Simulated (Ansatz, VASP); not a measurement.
Hf3N in VASP and in Ansatz

```
Hf N
1.0
     0.00000    4.39554    4.39554
     4.39554    0.00000    4.39554
     4.39554    4.39554    0.00000
Hf N
6 2
Cartesian
  4.3955 6.5932 4.3955
  4.3955 4.3955 2.1979
  4.3955 2.1979 4.3955
  6.5932 4.3955 4.3955
  2.1979 4.3955 4.3955
  4.3955 4.3955 6.5932
  4.3955 4.3955 4.3955
  0.0000 0.0000 0.0000
```

Change from the starting cell: species swapped into the SnF3 type (Fm-3m, No. 225).

Alike in both runs: functional PBE; k mesh 4 × 4 × 4; occupations gaussian, width 0.1 eV; no spin polarisation.

Ansatz relaxed the structure, and its values are those at the end. VASP's run is a single point on that final structure, the one shown.

|  | VASP | Ansatz |
| --- | --- | --- |
| version | VASP 6.6.1 | Ansatz 0.2.0 |
| potentials or method | VASP PAW PBE potentials, release 64 (Hf_pv, N), cutoff 520 eV | scalar-relativistic, plane waves, PAW |
| valence electrons in the cell | 70 | 166 |

|  | VASP | Ansatz | Ansatz less VASP |
| --- | --- | --- | --- |
| gap on the k mesh at the Fermi level (eV) | none | none | - |
| pressure (GPa) | -0.8 | 0.0 | +0.81 |

A gap of «none» marks a metal or a gap that the smearing closes. The functional is the same, so the differences come from potentials, cutoffs and numerics. VASP's potentials hold 70 valence electrons a cell and Ansatz's 166, so a difference there can come from the potentials and not from the codes.

Neither program's run includes spin-orbit coupling.
